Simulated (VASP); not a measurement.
W, 1 atom in the cell. It takes space group Fmmm (No. 69, orthorhombic). Conventional cell: a = 3.195 Å, b = 4.433 Å, c = 4.603 Å, α = 90.00°, β = 90.00°, γ = 90.00°. W (site symmetry mmm) has 14 W at 2.73 to 3.20 Å within 3.6 Å.  This cell differs from its parent crystal: strain +0.0375 x Voigt [0, 0, 0, 1, 0, 0].

* Program: VASP 6.6.1
* Task: single point
* Functional: PBEsol
* Potentials or basis: VASP PAW PBE potentials, release 64 (W_sv)
* Cutoff: 520 eV
* k mesh: 20 × 20 × 20
* Occupations: gaussian, width 0.15 eV
* Spin: no spin polarisation
* Dipole correction: no
* Further INCAR settings: ALGO = Fast; EDIFF = 1e-07; NBANDS = 13

Potentials or basis: VASP PAW PBE potentials, release 64 (W_sv).

Launch:

```bash
$ cat potpaw_PBE.64/W_sv/POTCAR > POTCAR
$ mpirun -np 1 vasp_std > vasp.out
```

Hardware: 1 thread of Intel(R) Xeon(R) 6975P-C (Granite Rapids) (shared host).

Task: Estimate the wall time of this run.

Result: It took 66 s on 1 thread of Intel(R) Xeon(R) 6975P-C (Granite Rapids), with other jobs on the host, peak memory 0.33 GiB. Counts: scf iterations 13, k points 1166.
